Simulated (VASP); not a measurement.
Input of a VASP 6.6.1 run:

The input INCAR:

```
SYSTEM = Pt
PREC     = Accurate       ! precision mode
ENCUT    = 520            ! plane-wave cutoff, eV
EDIFF    = 1E-6           ! SCF threshold, eV
ISMEAR   = 1              ! smearing method
SIGMA    = 0.05           ! smearing width, eV
LREAL    = .FALSE.        ! projectors in reciprocal space
LASPH    = .TRUE.         ! aspherical terms in the spheres
NELM     = 100            ! most SCF steps
ALGO     = Normal         ! electronic algorithm
ISIF     = 2              ! what is computed and relaxed
LWAVE    = .FALSE.        ! write WAVECAR
LCHARG   = .TRUE.         ! write CHGCAR
GGA      = PS             ! functional
LELF     = .TRUE.         ! ELF
LVHAR    = .TRUE.       
NBANDS   = 11             ! bands
```

KPOINTS

```
Automatic mesh
0
G
  9 9 9
  0 0 0
```

Contents of POSCAR:

```
Pt
1.0
    2.4668719158      0.0000000000      0.0000000000
    0.0000000000      2.4668719158      0.0000000000
    0.0000000000      0.0000000000      2.4668719158
Pt
1
Direct
    0.0000000000      0.0000000000      0.0000000000
```

Potentials or basis: VASP PAW PBE potentials, release 64 (Pt).

Launch:

```bash
$ cat potpaw_PBE.64/Pt/POTCAR > POTCAR
$ mpirun -np 1 vasp_std > vasp.out
```

Question: What does it give for the pressure?

Answer: 44.5 GPa.

Question: Predict the band gap on the k mesh.

Answer: Zero (band 5 reaches 13.43 eV, above the bottom of band 6 at 9.84 eV).

Caveat: the PAW data sets were made with another functional, which shifts forces and pressure a little; spin-orbit coupling is left out, which moves the levels of the heavy elements.
